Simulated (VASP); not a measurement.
# ZrSi4Ru (P6/mmm) in VASP: settings compared

Aim: see how the results for ZrSi4Ru move with the level of theory and the settings. Levels: PBEsol, PBE. Tasks: single point, relaxation of cell and atoms.

All numbers are computed with VASP 6.6.1; they aren't measurements. Logs are shortened: lines on timing, memory, paths and dates and some standing lists are left out, and cuts for length are marked.

**1. The cell of the first run**

It takes space group P6/mmm (No. 191, hexagonal). Conventional cell: a = 4.166 Å, b = 4.166 Å, c = 5.951 Å, α = 90.00°, β = 90.00°, γ = 120.00°. Zr (site symmetry 6/mmm) has 12 Si at 2.96 Å and 2 Ru at 2.98 Å within 3.9 Å. Si (site symmetry 3m) has 4 Si at 2.41 to 2.49 Å and 3 Ru at 2.71 Å and 3 Zr at 2.96 Å within 3.2 Å. Ru (site symmetry 6/mmm) has 12 Si at 2.71 Å and 2 Zr at 2.98 Å within 3.6 Å.

**2. Single point, PBEsol**

File INCAR:

```
SYSTEM = ZrSi4Ru
ALGO = Normal ; EDIFF = 1E-6
ENCUT = 500 ; GGA = PS
GGA_COMPAT = .FALSE. ; ISIF = 2
ISMEAR = 0 ; LASPH = .TRUE.
LCHARG = .TRUE. ; LELF = .TRUE.
LREAL = .FALSE. ; LVHAR = .TRUE.
LWAVE = .FALSE. ; NBANDS = 30
NELM = 120 ; PREC = Accurate
SIGMA = 0.1
```

File KPOINTS:

```
k-points
0
G
  12 12 6
  0 0 0
```

File POSCAR:

```
ZrSi4Ru
1.0
    4.1661126181      0.0000000000      0.0000000000
   -2.0830563090      3.6079593623      0.0000000000
    0.0000000000      0.0000000000      5.9511903128
Zr Si Ru
1 4 1
Direct
    0.0000000000      0.0000000000      0.0000000000
    0.3333333333      0.6666666667      0.2909350654
    0.3333333333      0.6666666667      0.7090649346
    0.6666666667      0.3333333333      0.7090649346
    0.6666666667      0.3333333333      0.2909350654
    0.0000000000      0.0000000000      0.5000000000
```

Potentials or basis: VASP PAW PBE potentials, release 64 (Zr_sv, Si, Ru_pv).

Started as:

```sh
$ cat potpaw_PBE.64/Zr_sv/POTCAR potpaw_PBE.64/Si/POTCAR potpaw_PBE.64/Ru_pv/POTCAR > POTCAR
$ mpirun -np 1 vasp_std > vasp.out
```

OUTCAR:

```text
SYSTEM = ZrSi4Ru
   EDIFF = 1E-6
   ENCUT = 500
   GGA = PS
   ISIF = 2
   ISMEAR = 0
   LASPH = .TRUE.
   LREAL = .FALSE.
   NELM = 120
   PREC = Accurate

 ion  position               nearest neighbor table
   1  0.000  0.000  0.000-   2 2.96   3 2.96   4 2.96   5 2.96   2 2.96   3 2.96   4 2.96   5 2.96
                             4 2.96   5 2.96   2 2.96   3 2.96   6 2.98   6 2.98
   2  0.333  0.667  0.291-   5 2.41   5 2.41   5 2.41   3 2.49   6 2.71   6 2.71   6 2.71   1 2.96
                             1 2.96   1 2.96
   3  0.333  0.667  0.709-   4 2.41   4 2.41   4 2.41   2 2.49   6 2.71   6 2.71   6 2.71   1 2.96
                             1 2.96   1 2.96
   4  0.667  0.333  0.709-   3 2.41   3 2.41   3 2.41   5 2.49   6 2.71   6 2.71   6 2.71   1 2.96
                             1 2.96   1 2.96
   5  0.667  0.333  0.291-   2 2.41   2 2.41   2 2.41   4 2.49   6 2.71   6 2.71   6 2.71   1 2.96
                             1 2.96   1 2.96
   6  0.000  0.000  0.500-   2 2.71   3 2.71   4 2.71   5 2.71   2 2.71   3 2.71   4 2.71   5 2.71
                             4 2.71   5 2.71   2 2.71   3 2.71   1 2.98   1 2.98

  LATTYP: Found a hexagonal cell.
 ALAT       =     4.1661126181
 C/A-ratio  =     1.4284756218

  Lattice vectors:

 A1 = (   4.1661126181,   0.0000000000,   0.0000000000)
 A2 = (  -2.0830563090,   3.6079593623,   0.0000000000)
 A3 = (   0.0000000000,   0.0000000000,   5.9511903128)

Analysis of symmetry for initial positions (statically):
=====================================================================
 Subroutine PRICEL returns:
 Original cell was already a primitive cell.

 Routine SETGRP: Setting up the symmetry group for a
 hexagonal supercell.

 Subroutine GETGRP returns: Found 24 space group operations
 (whereof 24 operations were pure point group operations)
 out of a pool of 24 trial point group operations.

The static configuration has the point symmetry D_6h.

Analysis of symmetry for dynamics (positions and initial velocities):
=====================================================================
 Subroutine PRICEL returns:
 Original cell was already a primitive cell.

 Routine SETGRP: Setting up the symmetry group for a
 hexagonal supercell.

 Subroutine GETGRP returns: Found 24 space group operations
 (whereof 24 operations were pure point group operations)
 out of a pool of 24 trial point group operations.

The dynamic configuration has the point symmetry D_6h.

 Subroutine INISYM returns: Found 24 space group operations
 (whereof 24 operations are pure point group operations),
 and found     1 'primitive' translations

----------------------------------------------------------------------------------------

                                     Primitive cell

  volume of cell :      89.4533

  direct lattice vectors                    reciprocal lattice vectors
     4.166112618  0.000000000  0.000000000     0.240031917  0.138582492  0.000000000
    -2.083056309  3.607959362  0.000000000     0.000000000  0.277164984  0.000000000
     0.000000000  0.000000000  5.951190313     0.000000000  0.000000000  0.168033611

  length of vectors
     4.166112618  4.166112618  5.951190313     0.277164984  0.277164984  0.168033611

  position of ions in fractional coordinates (direct lattice)
     0.000000000  0.000000000  0.000000000
     0.333333333  0.666666667  0.290935065
     0.333333333  0.666666667  0.709064935
     0.666666667  0.333333333  0.709064935
     0.666666667  0.333333333  0.290935065
     0.000000000  0.000000000  0.500000000

  ion indices of the primitive-cell ions
   primitive index   ion index
                 1           1
                 2           2
                 3           3
                 4           4
                 5           5
                 6           6

----------------------------------------------------------------------------------------

 KPOINTS: k-points

Automatic generation of k-mesh.
 Grid dimensions read from file:
 generate k-points for:   12   12    6

 Generating k-lattice:

  Cartesian coordinates                     Fractional coordinates (reciprocal lattice)
     0.020002660  0.011548541  0.000000000     0.083333333 -0.000000000  0.000000000
     0.000000000  0.023097082  0.000000000     0.000000000  0.083333333  0.000000000
     0.000000000  0.000000000  0.028005602     0.000000000  0.000000000  0.166666667

  Length of vectors
     0.023097082  0.023097082  0.028005602

  Shift w.r.t. Gamma in fractional coordinates (k-lattice)
     0.000000000  0.000000000  0.000000000

 Subroutine IBZKPT returns following result:
 ===========================================

 Found     76 irreducible k-points:

 Following reciprocal coordinates:
            Coordinates               Weight
  0.000000  0.000000  0.000000      1.000000
  0.083333 -0.000000  0.000000      6.000000
  0.166667  0.000000  0.000000      6.000000
  0.250000 -0.000000  0.000000      6.000000
  0.333333  0.000000  0.000000      6.000000
  0.416667 -0.000000  0.000000      6.000000
[... 16 lines left out ...]
  0.250000 -0.000000  0.166667     12.000000
  0.333333  0.000000  0.166667     12.000000
 [... further k-points ...]
   k-points           NKPTS =     76   k-points in BZ     NKDIM =     76   number of bands    NBANDS=     30
   number of dos      NEDOS =    301   number of ions     NIONS =      6
   total plane-waves  NPLWV =  43200
   dimension x,y,z NGX =    30 NGY =   30 NGZ =   48
   dimension x,y,z NGXF=    60 NGYF=   60 NGZF=   96
   ions per type =               1   4   1
   NGX,Y,Z   is equivalent  to a cutoff of  11.97, 11.97, 13.41 a.u.
   NGXF,Y,Z  is equivalent  to a cutoff of  23.94, 23.94, 26.82 a.u.
 SYSTEM =  ZrSi4Ru
   PREC   = accura    normal or accurate (medium, high low for compatibility)
   ISTART =      0    job   : 0-new  1-cont  2-samecut
   ICHARG =      2    charge: 1-file 2-atom 10-const
   ISPIN  =      1    spin polarized calculation?
   LNONCOLLINEAR =      F non collinear calculations
   LSORBIT =      F    spin-orbit coupling
   LASPH  =      T    aspherical Exc in radial PAW
   ENCUT  =  500.0 eV  36.75 Ry    6.06 a.u.   7.60  7.60 10.85*2*pi/ulx,y,z
   NELM   =    120;   NELMIN=  2; NELMDL= -5     # of ELM steps
   EDIFF  = 0.1E-05   stopping-criterion for ELM
   LREAL  =      F    real-space projection
[... 7 lines left out ...]
   TEBEG  =    0.0;   TEEND  =   0.0 temperature during run
   PSTRESS=    0.0 pullay stress
   NELECT =      42.0000    total number of electrons
   NUPDOWN=      -1.0000    fix difference up-down
   EMIN   =  10.00;   EMAX   =-10.00  energy-range for DOS
   EFERMI =   0.00;   METHOD = LEGACY
   ISMEAR =     0;   SIGMA  =   0.10  broadening in eV -4-tet -1-fermi 0-gaus
   EFERMI_NEDOS =   21; number of points for ismear=-14 and -15
   IALGO  =     38    algorithm
   IMIX   =      4    mixing-type and parameters
     AMIX     =   0.40;   BMIX     =  1.00
     AMIX_MAG =   1.60;   BMIX_MAG =  1.00
  volume/ion in A,a.u.               =      14.91       100.61
  Fermi-wavevector in a.u.,A,eV,Ry     =   1.272406  2.404499 22.028070  1.619017
  Thomas-Fermi vector in A             =   2.405286
   LORBIT       =      0    0 simple, 1 ext, 2 COOP (PROOUT), +10 PAW based schemes
   GGA     = PS    functional components
   LHFCALC =     F    Hartree Fock is set to
   AEXX    =    0.0000 exact exchange contribution
   IVDW    =     0    specifies the selected vdW correction
   LEPSILON=     F    determine dielectric tensor
   LRPA    =     F    only Hartree local field effects (RPA)
 non-spin polarized calculation
 Gauss-broadening in eV      SIGMA  =   0.10
  energy-cutoff  :      500.00
  volume of cell :       89.45
 maximum number of plane-waves:      2290
   NGX = 15   NGY = 15   NGZ = 21

 number of electron      42.0000002 magnetization

 Free energy of the ion-electron system (eV)
  ---------------------------------------------------
  ext. energy  EPLUGINS =         0.00000000
  ---------------------------------------------------
  free energy    TOTEN  =       -43.70745673 eV

  energy without entropy =      -43.69257541  energy(sigma->0) =      -43.70001607

 E-fermi :  11.1704     XC(G=0): -11.8932

 val. band max:       11.1651846133   @ k =   0.4167   0.1667   0.5000
 cond. band min:      11.1919766394   @ k =   0.3333   0.0833   0.1667
 fundamental gap:      0.0267920260
 Fermi energy:        11.1703861544

 k-point     1 :       0.0000    0.0000    0.0000
  band No.  band energies     occupation
      1     -38.4571      2.00000
      2     -31.6289      2.00000
      3     -31.6289      2.00000
      4     -31.4107      2.00000
      5     -16.5644      2.00000
      6     -16.5028      2.00000
[... 22 lines left out ...]
     29      13.6977      0.00000
     30      13.9270      0.00000

 k-point     2 :       0.0833   -0.0000    0.0000
  band No.  band energies     occupation
      1     -38.4569      2.00000
      2     -31.6295      2.00000
      3     -31.6290      2.00000
      4     -31.4106      2.00000
      5     -16.5634      2.00000
      6     -16.5075      2.00000
[... 22 lines left out ...]
     29      13.8879      0.00000
     30      13.9853      0.00000

 k-point     3 :       0.1667    0.0000    0.0000
  band No.  band energies     occupation
      1     -38.4563      2.00000
      2     -31.6310      2.00000
      3     -31.6294      2.00000
      4     -31.4104      2.00000
      5     -16.5609      2.00000
      6     -16.5203      2.00000
[... 22 lines left out ...]
     29      14.3894      0.00000
     30      14.4105      0.00000

 k-point     4 :       0.2500   -0.0000    0.0000
  band No.  band energies     occupation
      1     -38.4555      2.00000
      2     -31.6331      2.00000
      3     -31.6299      2.00000
      4     -31.4102      2.00000
      5     -16.5574      2.00000
      6     -16.5377      2.00000
[... 616 lines left out ...]
     29      14.4566      0.00000
     30      14.5413      0.00000

 k-point    23 :       0.2500   -0.0000    0.1667
  band No.  band energies     occupation
      1     -38.4557      2.00000
      2     -31.6331      2.00000
      3     -31.6299      2.00000
      4     -31.4096      2.00000
      5     -16.5606      2.00000
      6     -16.5378      2.00000
[... 22 lines left out ...]
     29      14.8451      0.00000
     30      15.2096      0.00000

 k-point    24 :       0.3333    0.0000    0.1667
  band No.  band energies     occupation
      1     -38.4549      2.00000
      2     -31.6352      2.00000
      3     -31.6305      2.00000
      4     -31.4093      2.00000
      5     -16.5570      2.00000
      6     -16.5550      2.00000
[... 22 lines left out ...]
     29      15.1016      0.00000
     30      15.5920      0.00000

 [... further k-points ...]

------------------------ aborting loop because EDIFF is reached ----------------------------------------

  FORCE on cell =-STRESS in cart. coord.  units (eV):
  Direction    XX          YY          ZZ          XY          YZ          ZX
  --------------------------------------------------------------------------------------
  -------------------------------------------------------------------------------------
  Total       -2.2537469     -2.2537469     -2.3692879     -0.0000000      0.0000000      0.0000000
  in kB      -40.3663284    -40.3663284    -42.4357549     -0.0000000      0.0000000      0.0000000
  external PRESSURE =     -41.0561372 kB  Pullay stress =       0.0000000 kB

 VOLUME and BASIS-vectors are now :
 -----------------------------------------------------------------------------
  energy-cutoff  :      500.00
  volume of cell :       89.45
      direct lattice vectors                 reciprocal lattice vectors
     4.166112618  0.000000000  0.000000000     0.240031917  0.138582492  0.000000000
    -2.083056309  3.607959362  0.000000000     0.000000000  0.277164984  0.000000000
     0.000000000  0.000000000  5.951190313     0.000000000  0.000000000  0.168033611

 POSITION                                       TOTAL-FORCE (eV/Angst)
 -----------------------------------------------------------------------------------
      0.00000      0.00000      0.00000        -0.000000      0.000000      0.000000
     -0.00000      2.40531      1.73141         0.000000      0.000000      0.032926
     -0.00000      2.40531      4.21978         0.000000     -0.000000     -0.032926
      2.08306      1.20265      4.21978        -0.000000     -0.000000     -0.032926
      2.08306      1.20265      1.73141        -0.000000     -0.000000      0.032926
      0.00000      0.00000      2.97560        -0.000000      0.000000      0.000000
 -----------------------------------------------------------------------------------
    total drift:                                0.000000     -0.000000      0.000000

  FREE ENERGIE OF THE ION-ELECTRON SYSTEM (eV)
  ---------------------------------------------------
  free  energy   TOTEN  =       -43.7074567305 eV

  energy  without entropy=      -43.6925754073  energy(sigma->0) =      -43.70001607
```

Wall time 5.4 min (1 thread of Intel Xeon 8259CL, shared host); peak memory 0.33 GiB.

Results:

```yaml
Free_energy: -43.7075 eV
Pressure: -4.1 GPa
Largest_force: 0.033 eV/Å
Band_gap_on_the_k_mesh: zero (bands 21 and 22 overlap by 1.38 eV)
```

Forces on the atoms (eV/Å):
```
Zr   0.000  0.000  0.000
Si   0.000  0.000  0.033
Si   0.000  0.000 -0.033
Si   0.000  0.000 -0.033
Si   0.000  0.000  0.033
Ru   0.000  0.000  0.000
```

Levels at points of the mesh, in eV from the Fermi level:
```csv
k point,band 18,band 19,band 20,band 21,band 22,band 23,band 24,band 25
"(0.00, 0.00, 0.00)",-1.99,-1.69,-1.69,-0.54,-0.54,0.69,0.70,0.75
"(0.50, 0.00, 0.00)",-2.53,-1.26,-0.09,0.17,0.90,1.02,1.71,1.95
"(0.00, 0.00, 0.50)",-3.39,-2.18,-2.18,-1.25,-0.73,0.58,0.58,1.62
"(0.50, 0.00, 0.50)",-2.57,-2.38,-0.67,-0.10,0.58,0.63,0.86,1.31
```

Caveat: the cell stands under tension; the PAW data sets were made with another functional, which shifts forces and pressure a little.

(Continued in part 2 of 2.)
